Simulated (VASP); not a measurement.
Here is a VASP 6.6.1 calculation.

The input INCAR:

```
PREC = Accurate ; ENCUT = 500
EDIFF = 1E-6 ; ISMEAR = 0
SIGMA = 0.15 ; LREAL = F
LASPH = T ; NELM = 120
ALGO = Normal ; ISIF = 2
LWAVE = F ; LCHARG = F
GGA = PE ; NBANDS = 13
GGA_COMPAT = F
```

Contents of KPOINTS:

```
regular mesh
0
Gamma
  20 20 20
```

POSCAR

```
W
1.0
   -1.5673506250      1.5973000000      1.5673506250
    1.6272493750     -1.5973000000      1.6272493750
    1.5673506250      1.5973000000     -1.5673506250
W
1
Direct
    0.0000000000      0.0000000000      0.0000000000
```

Potentials or basis: VASP PAW PBE potentials, release 64 (W_sv).

Command:

```sh
$ cat potpaw_PBE.64/W_sv/POTCAR > POTCAR
$ mpirun -np 1 vasp_std > vasp.out
```

(1) What does it give for the band gap on the k mesh?

(2) What does it give for the pressure?

Answers

(1) zero (bands 7 and 8 overlap by 5.59 eV).

(2) -2.3 GPa.

Caveat: the cell differs from its parent crystal (strain +0.0375 x Voigt [0, 0, 0, 0, 1, 0]); spin-orbit coupling is left out, which moves the levels of the heavy elements.
